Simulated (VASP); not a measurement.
TaSi2: single point with r2SCAN

The system is TaSi2.

```xyz
9
Lattice="4.5410 0.0000 0.0000 -2.2705 3.9326 0.0000 0.0000 0.0000 6.7186" Properties=species:S:1:pos:R:3 pbc="T T T"
Ta    2.2705    0.0000    0.0000
Ta    1.1352    1.9663    4.4791
Ta   -1.1352    1.9663    2.2395
Si    0.0000    1.2448    0.0000
Si    3.4629    0.6224    4.4791
Si    1.1924    3.3102    2.2395
Si    2.2705    2.6878    0.0000
Si   -1.1924    3.3102    4.4791
Si    1.0781    0.6224    2.2395
```

This cell differs from its parent crystal: strain -0.050 along x and y, +0.025 along z.

- Program: VASP 6.6.1
- Task: single point
- Functional: r2SCAN
- Potentials or basis: VASP PAW PBE potentials, release 64 (Ta_pv, Si)
- Cutoff: 550 eV
- k mesh: 12 × 12 × 6
- Occupations: gaussian, width 0.15 eV
- Spin: no spin polarisation
- Dipole correction: no
- Further INCAR settings: ALGO = Normal; EDIFF = 1e-06; NBANDS = 38

The pressure is 18.0 GPa. The largest force is 0.393 eV/Å. The band gap on the k mesh is zero (an odd number of electrons rules out a gap without spin polarisation).

Forces on the atoms (eV/Å):
```
Ta   0.000  0.000  0.000
Ta   0.000  0.000  0.000
Ta   0.000  0.000  0.000
Si   0.000  0.393  0.000
Si  -0.341  0.197  0.000
Si  -0.341 -0.197  0.000
Si   0.000 -0.393  0.000
Si   0.341 -0.197  0.000
Si   0.341  0.197  0.000
```

Stress tensor (GPa, compression positive):
```
26.96  0.00  0.00
 0.00 26.96  0.00
 0.00  0.00 -0.05
```

Levels at points of the mesh, in eV from the Fermi level:
```
           k point  band 26  band 27  band 28  band 29  band 30  band 31  band 32  band 33
(0.00, 0.00, 0.00)    -2.20    -2.20    -2.19    -1.29     0.62     3.34     3.34     4.01
(0.50, 0.00, 0.00)    -1.09    -1.08    -0.35    -0.32     0.94     1.52     2.13     2.48
(0.00, 0.00, 0.50)    -1.79    -1.50    -1.50     0.56     0.56     3.19     3.19     3.53
(0.50, 0.00, 0.50)    -2.18    -2.09    -0.74     0.25     1.58     2.51     2.66     2.77
```

It took 36 min on 1 thread of Oxide Virtual Turin-like Processor, on a shared host, peak memory 0.43 GiB.

Caveat: the cell differs from its parent crystal (strain -0.050 along x and y, +0.025 along z); the stress differs along the axes, from -0 to 27 GPa; the PAW data sets were made with another functional, which shifts forces and pressure a little; spin-orbit coupling is left out, which moves the levels of the heavy elements; an odd number of electrons without spin polarisation forces a metal; a magnetic or distorted state may lie lower.
